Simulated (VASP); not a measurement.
Wanted: the native input for a VASP 6.6.1 run.

| Item | Value |
| --- | --- |
| Task | single point |
| Functional | PBEsol |
| Potentials or basis | VASP PAW PBE potentials, release 64 (Sb) |
| Cutoff | 520 eV |
| k mesh | 9 × 9 × 5 |
| Occupations | fermi-dirac, width 0.05 eV |
| Spin | no spin polarisation |
| Dipole correction | no |
| Further INCAR settings | ALGO = Normal; EDIFF = 1e-07; NBANDS = 12 |

The structure of Sb lies in POSCAR:

```
Sb
1.0
    3.0729110617      0.0000000000      0.0000000000
   -1.5364555308      2.6612190430      0.0000000000
    0.0000000000      0.0000000000      4.9613264764
Sb
2
Direct
    0.6666666667      0.3333333333      0.7500000000
    0.3333333333      0.6666666667      0.2500000000
```

The input as run:

INCAR

```
SYSTEM = Sb
  ALGO = Normal
  EDIFF = 1E-7
  ENCUT = 520
  GGA = PS
  ISIF = 2
  ISMEAR = -1
  LASPH = .TRUE.
  LCHARG = .FALSE.
  LREAL = .FALSE.
  LWAVE = .FALSE.
  NBANDS = 12
  NELM = 60
  PREC = Accurate
  SIGMA = 0.05
```

KPOINTS

```
k-points
0
G
  9 9 5
  0 0 0
```

Potentials or basis: VASP PAW PBE potentials, release 64 (Sb).

Command:

```bash
$ cat potpaw_PBE.64/Sb/POTCAR > POTCAR
$ mpirun -np 1 vasp_std > vasp.out
```

It gave:

```yaml
Pressure: 30.5 GPa
Band_gap_on_the_k_mesh: zero (band 5 reaches 18.26 eV, above the bottom of band 6 at 8.70 eV)
```

Caveat: the PAW data sets were made with another functional, which shifts forces and pressure a little; spin-orbit coupling is left out, which moves the levels of the heavy elements.

Wall time 9.1 s on 1 thread of AMD EPYC 7R13 Processor (Zen 3) (shared host), peak memory 0.13 GiB.
